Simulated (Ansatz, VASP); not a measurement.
**Two plane-wave programs on ZnS**

```
CELL_PARAMETERS angstrom
0.00000 2.70465 2.70465
2.70465 0.00000 2.70465
2.70465 2.70465 0.00000
ATOMIC_POSITIONS crystal
Zn 0.00000 0.00000 0.00000
S 0.73039 0.75000 0.75000
```

Change from the starting cell: all S atoms moved +0.075 Å, as atom 2 towards its neighbour atom 2 (S) at 3.825 Å.

Alike in both runs: task single point; functional PBE; k mesh 10 × 10 × 10; occupations gaussian, width 0.05 eV; no spin polarisation.

```csv
,VASP,Ansatz
version,VASP 6.6.1,Ansatz 0.2.0
potentials or method,"VASP PAW PBE potentials, release 64 (Zn, S), cutoff 520 eV","scalar-relativistic, plane waves, PAW"
valence electrons in the cell,18,18
```

|  | VASP | Ansatz | Ansatz less VASP |
| --- | --- | --- | --- |
| gap on the k mesh at the Fermi level (eV) | 2.05 | 2.04 | -0.005 |
| least direct gap on the mesh (eV) | 2.05 | 2.04 | -0.005 |
| pressure (GPa) | 1.7 | 1.6 | -0.16 |
| traceless stress, the component that is largest in VASP (GPa) | -1.23 | -1.21 | +0.019 |
| rms of the force components (eV/Å) | 0.255 | 0.253 | -0.0019 |

Atom by atom the forces differ by 0.002 eV/Å (rms over components). With one functional, cell and mesh, what is left measures potentials, basis and numerics.
